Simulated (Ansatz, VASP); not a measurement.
**Two plane-wave programs on P**

```
P
1.0
     3.45143    0.00000    0.00000
     0.00000    3.45143    0.00000
     0.00000    0.00000    6.44150
P
4
Direct
  0.78408 0.78408 0.00000
  0.71592 0.28408 0.50000
  0.21592 0.21592 0.00000
  0.28408 0.71592 0.50000
```

Alike in both runs: functional PBE; k mesh 4 × 4 × 4; occupations gaussian, width 0.1 eV; no spin polarisation.

Ansatz relaxed the structure, and its values are those at the end. VASP's run is a single point on that final structure, the one shown.

|  | VASP | Ansatz |
| --- | --- | --- |
| version | VASP 6.6.1 | Ansatz 0.2.0 |
| potentials or method | VASP PAW PBE potentials, release 64 (P), cutoff 520 eV | scalar-relativistic, plane waves, PAW |
| valence electrons in the cell | 20 | 20 |

Ansatz gave:

- gap on the k mesh at the Fermi level (eV): none
- pressure (GPa): -0.1
- rms of the force components (eV/Å): 0.005

Q: Which values does VASP return?

A: gap on the k mesh at the Fermi level (eV): none; pressure (GPa): -0.3; rms of the force components (eV/Å): 0.039.

A gap of «none» marks a metal or a gap that the smearing closes. With one functional, cell and mesh, what is left measures potentials, basis and numerics.

The k mesh is coarse, so the values compare programs but aren't converged.
